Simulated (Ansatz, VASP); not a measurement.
InSe in VASP and in Ansatz

INCAR

```
SYSTEM = InSe
PREC = Accurate ; ENCUT = 520
EDIFF = 1E-6 ; ISMEAR = 0
SIGMA = 0.05 ; LREAL = .FALSE.
LASPH = .TRUE. ; NELM = 100
ALGO = Normal ; ISIF = 2
LWAVE = .FALSE. ; LCHARG = .FALSE.
LDIPOL = .TRUE. ; IDIPOL = 3
DIPOL = 0.5 0.5 0.408 ; GGA = PE
IVDW = 12 ; NBANDS = 48
```

KPOINTS

```
regular mesh
0
G
  9 9 1
  0 0 0
```

The input POSCAR:

```
InSe
1.0
    4.0266103653      0.0000000000      0.0000000000
   -2.0133051827      3.4871468675      0.0000000000
    0.0000000000      0.0000000000     28.2707107737
Se In
4 4
Direct
    0.0000000000      0.0000000000      0.1591753400
    0.0000000000      0.0000000000      0.3496677344
    0.2222222222      0.6666666667      0.4667500401
    0.2222222222      0.6666666667      0.6572424345
    0.6666666667      0.3333333333      0.2049979902
    0.6666666667      0.3333333333      0.3038451596
   -0.4444444444      0.3333333333      0.5125726903
   -0.4444444444      0.3333333333      0.6114198596
```

Input for Ansatz:

```yaml
crystal:
  lattice:
    - [4.0266103653, 0.0, 0.0]
    - [-2.0133051827, 3.4871468675, 0.0]
    - [0.0, 0.0, 28.2707107737]
  atoms:
    - { symbol: Se, position: [0.0, 0.0, 0.15917534] }
    - { symbol: In, position: [0.6666666667, 0.3333333333, 0.2049979902] }
    - { symbol: In, position: [0.6666666667, 0.3333333333, 0.3038451596] }
    - { symbol: Se, position: [0.0, 0.0, 0.3496677344] }
    - { symbol: Se, position: [0.2222222222, 0.6666666667, 0.4667500401] }
    - { symbol: In, position: [-0.4444444444, 0.3333333333, 0.5125726903] }
    - { symbol: In, position: [-0.4444444444, 0.3333333333, 0.6114198596] }
    - { symbol: Se, position: [0.2222222222, 0.6666666667, 0.6572424345] }
basis:
  ecutwfc: 420
kpoints:
  mp_grid: { grid: [9, 9, 1] }
hamiltonian:
  xc: pbe
  pseudopotentials: { kind: paw, azcp: { folder: soft_1 } }
  dispersion: d3bj
scf:
  occupations: { method: gaussian, width: 0.05 }
output:
  forces: true
  eigenvalues: true
efield:
  axis: 3
  dipole_correction: true
  ramp_width: 0.04
```

Alike in both runs: task single point; functional PBE; dispersion D3(BJ); k mesh 9 × 9 × 1; occupations gaussian, width 0.05 eV; no spin polarisation.

|  | VASP | Ansatz |
| --- | --- | --- |
| version | VASP 6.6.1 | Ansatz 0.2.0 |
| potentials or method | VASP PAW PBE potentials, release 64 (Se, In_d), cutoff 520 eV | scalar-relativistic, plane waves, PAW |
| valence electrons in the cell | 76 | 116 |

|  | VASP | Ansatz | Ansatz less VASP |
| --- | --- | --- | --- |
| gap on the k mesh at the Fermi level (eV) | 1.15 | 1.16 | +0.011 |
| least direct gap on the mesh (eV) | 1.20 | 1.21 | +0.010 |
| rms of the force components (eV/Å) | 0.020 | 0.018 | -0.0018 |

VASP's potentials hold 76 valence electrons a cell and Ansatz's 116, so a difference there can come from the potentials and not from the codes.
